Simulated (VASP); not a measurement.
A run of VASP 6.6.1 is set up as follows.

INCAR

```
SYSTEM = Se
ALGO = Normal
EDIFF = 1E-6
ENCUT = 520
GGA = PE
ISIF = 2
ISMEAR = 0
IVDW = 12
LASPH = .True.
LCHARG = .True.
LELF = .True.
LREAL = .False.
LVHAR = .True.
LWAVE = .False.
NBANDS = 16
NELM = 100
PREC = Accurate
SIGMA = 0.05
```

File KPOINTS:

```
k-points
0
Gamma
  9 9 8
  0 0 0
```

File POSCAR:

```
Se
1.0
    4.0025012891      0.0000000000      0.0000000000
   -2.0012506446      3.4662677951      0.0000000000
    0.0000000000      0.0000000000      5.2973104561
Se
3
Direct
    0.3087981154      0.0000000000      0.3333333333
    0.0000000000      0.3087981154      0.6666666667
    0.6912018846      0.6912018846      0.0000000000
```

Potentials or basis: VASP PAW PBE potentials, release 64 (Se).

The run is started by

```console
$ cat potpaw_PBE.64/Se/POTCAR > POTCAR
$ mpirun -np 1 vasp_std > vasp.out
```

Predict the band gap on the k mesh.

zero (band 9 reaches 3.87 eV, above the bottom of band 10 at 3.55 eV).

Predict the largest force.

0.586 eV/Å.

Forces in eV/Å, atoms in the order of the input:
```
Se  -0.586  0.000  0.000
Se   0.293 -0.508  0.000
Se   0.293  0.508  0.000
```
